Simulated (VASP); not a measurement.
Here is a VASP 6.6.1 calculation.

The input INCAR:

```
PREC = Accurate
ENCUT = 520
EDIFF = 1E-6
ISMEAR = 0
SIGMA = 0.01
LREAL = F
LASPH = T
NELM = 60
ALGO = Normal
ISIF = 2
LWAVE = F
LCHARG = T
GGA = PE
LELF = T
LVHAR = T
NBANDS = 11
```

The input KPOINTS:

```
regular mesh
0
Gamma
  6 6 6
```

The input POSCAR:

```
BAs
1.0
    0.0000000000      2.3918676074      2.3918676074
    2.2722742270      0.0000000000      2.3918676074
    2.2722742270      2.3918676074      0.0000000000
B As
1 1
Direct
    0.0000000000      0.0000000000      0.0000000000
    0.2500000000      0.2500000000      0.2500000000
```

Potentials or basis: VASP PAW PBE potentials, release 64 (B, As).

The run is started by

```bash
$ cat potpaw_PBE.64/B/POTCAR potpaw_PBE.64/As/POTCAR > POTCAR
$ mpirun -np 1 vasp_std > vasp.out
```

(1) Predict the pressure.

(2) What does it give for the band gap on the k mesh?

Answers

(1) 11.0 GPa.

(2) 0.47 eV (least direct gap 2.81 eV).

Caveat: the cell differs from its parent crystal (uniaxial x strain -5.0%); the cell stands under pressure.
